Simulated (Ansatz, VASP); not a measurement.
# TaN in VASP and in Ansatz

```
Ta N
1.0
     2.93994    0.00000    0.00000
    -1.46997    2.54606    0.00000
     0.00000    0.00000    2.89018
Ta N
1 1
Direct
  0.00000 0.00000 0.50000
  0.66667 0.33333 0.00000
```

Alike in both runs: task relaxation of cell and atoms; functional LDA; k mesh 9 × 9 × 8; occupations gaussian, width 0.1 eV; no spin polarisation.

|  | VASP | Ansatz |
| --- | --- | --- |
| version | VASP 6.6.1 | Ansatz 0.2.0 |
| potentials or method | VASP PAW LDA potentials, release 64 (Ta_pv, N), cutoff 600 eV | scalar-relativistic, plane waves, PAW |
| valence electrons in the cell | 16 | 18 |

```tsv
	VASP	Ansatz	Ansatz less VASP
gap on the k mesh at the Fermi level, each at its own relaxed structure (eV)	none	none	-
relaxed volume (Å³/atom)	10.50	10.43	-0.062
relaxed cell length with the largest relative difference (Å)	2.913	2.906	-0.0062
```

Ansatz warns that its potentials were made for another functional, while VASP's fit it. LDA's correlation is that of Perdew and Zunger in VASP and of Perdew and Wang (1992) in Ansatz. A gap of «none» marks a metal or a gap that the smearing closes. VASP's potentials hold 16 valence electrons a cell and Ansatz's 18, so a difference there can come from the potentials and not from the codes.

Neither program's run includes spin-orbit coupling.
